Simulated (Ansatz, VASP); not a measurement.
## GaP in VASP and in Ansatz

The input POSCAR:

```
GaP
1.0
    0.0000000000      2.7252500000      2.7252500000
    2.7252500000      0.0000000000      2.7252500000
    2.7252500000      2.7252500000      0.0000000000
Ga P
1 1
Direct
    0.0000000000      0.0000000000      0.0000000000
    0.7500000000      0.7500000000      0.7500000000
```

Contents of INCAR.step1:

```
ALGO = Normal
EDIFF = 1E-5
ENCUT = 520
GGA = PE
ISIF = 2
ISMEAR = -1
LASPH = True
LCHARG = False
LREAL = False
LWAVE = True
NBANDS = 16
NELM = 80
PREC = Accurate
SIGMA = 0.05
```

INCAR.step2

```
AEXX = 0.25
ALGO = Normal
EDIFF = 1E-6
ENCUT = 520
GGA = PE
ISIF = 2
ISMEAR = -1
ISTART = 1
LASPH = True
LCHARG = False
LHFCALC = True
LREAL = False
LWAVE = False
NBANDS = 16
NELM = 80
PREC = Accurate
PRECFOCK = Normal
SIGMA = 0.05
```

Contents of KPOINTS:

```
k-points
0
Gamma
  6 6 6
```

input

```
crystal:
  lattice:
    - [0.0, 2.72525, 2.72525]
    - [2.72525, 0.0, 2.72525]
    - [2.72525, 2.72525, 0.0]
  atoms:
    - { symbol: Ga, position: [0.0, 0.0, 0.0] }
    - { symbol: P, position: [0.75, 0.75, 0.75] }
hamiltonian:
  xc: pbe0
  pseudopotentials: { kind: paw }
kpoints:
  mp_grid: { grid: [6, 6, 6] }
  band_path:
    path:
      - [[0.0, 0.0, 0.0], [0.5, 0.0, 0.5], [0.5, 0.25, 0.75], [0.375, 0.375, 0.75], [0.0, 0.0, 0.0], [0.5, 0.5, 0.5], [0.625, 0.25, 0.625], [0.5, 0.25, 0.75], [0.5, 0.5, 0.5], [0.375, 0.375, 0.75]]
      - [[0.625, 0.25, 0.625], [0.5, 0.0, 0.5]]
    npoints: 4
scf:
  occupations: { method: fermi_dirac, width: 0.05 }
  n_extra_bands: 6
output:
  forces: true
  stress: true
  eigenvalues: true
  fatbands: false
  write_density: true
  write_potential: true
  elf: true
  volumetric_format: npy
```

Alike in both runs: functional PBE0; k mesh 6 × 6 × 6; occupations fermi-dirac, width 0.05 eV; no spin polarisation.

|  | VASP | Ansatz |
| --- | --- | --- |
| version | VASP 6.6.1 | Ansatz 0.2.0 |
| potentials or method | VASP PAW PBE potentials, release 64 (Ga_d, P) | Ansatz PAW |
| plane-wave cutoff (eV) | 520 | 420 |
| valence electrons in the cell | 18 | 18 |
| task | single point | band structure |

VASP gave:

```
gap on the k mesh at the Fermi level (eV) : 2.98
least direct gap on the mesh (eV)         : 3.47
pressure (GPa)                            : 0.3
```

Task: Which values does Ansatz return?

Result: gap on the k mesh at the Fermi level (eV): 2.96; least direct gap on the mesh (eV): 3.45; pressure (GPa): 0.5.

The functional is the same, so the differences come from potentials, cutoffs and numerics.
